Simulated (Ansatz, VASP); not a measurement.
# Se: VASP beside Ansatz

INCAR

```
SYSTEM = Se
ALGO = Normal
EDIFF = 1E-7
ENCUT = 520
GGA = PE
ISIF = 2
ISMEAR = -1
LASPH = .True.
LCHARG = .False.
LREAL = .False.
LWAVE = .False.
NBANDS = 13
NELM = 60
PREC = Accurate
SIGMA = 0.08
```

The input KPOINTS:

```
k-points
0
Gamma
  14 14 8
  0 0 0
```

The input POSCAR:

```
Se
1.0
    3.3703318823      0.0000000000      0.0000000000
   -1.6851659412      2.9187930292      0.0000000000
    0.0000000000      0.0000000000      3.8105209313
Se
2
Direct
    0.3333333333      0.6666666667      0.2500000000
    0.6666666667      0.3333333333      0.7500000000
```

Input for Ansatz:

```yaml
crystal:
  lattice:
    - [3.3703318823, 0.0, 0.0]
    - [-1.6851659412, 2.9187930292, 0.0]
    - [0.0, 0.0, 3.8105209313]
  atoms:
    - { symbol: Se, position: [0.3333333333, 0.6666666667, 0.25] }
    - { symbol: Se, position: [0.6666666667, 0.3333333333, 0.75] }
kpoints:
  mp_grid: { grid: [14, 14, 8] }
scf:
  occupations: { method: fermi_dirac, width: 0.08 }
hamiltonian:
  xc: pbe
  pseudopotentials: { kind: all_electron, lapw: { basis_error: 0.001 } }
output:
  forces: true
  stress: true
  eigenvalues: true
  populations: true
```

Change from the starting cell: volume scaled by 0.84, LAPW.

Alike in both runs: task single point; functional PBE; k mesh 14 × 14 × 8; occupations fermi-dirac, width 0.08 eV; no spin polarisation.

|  | VASP | Ansatz |
| --- | --- | --- |
| version | VASP 6.6.1 | Ansatz 0.2.0 |
| potentials or method | VASP PAW PBE potentials, release 64 (Se), cutoff 520 eV | all-electron LAPW, scalar-relativistic |

```tsv
	VASP	Ansatz	Ansatz less VASP
pressure (GPa)	14.1	14.0	-0.10
```

Ansatz ran all-electron here, and VASP with PAW potentials.
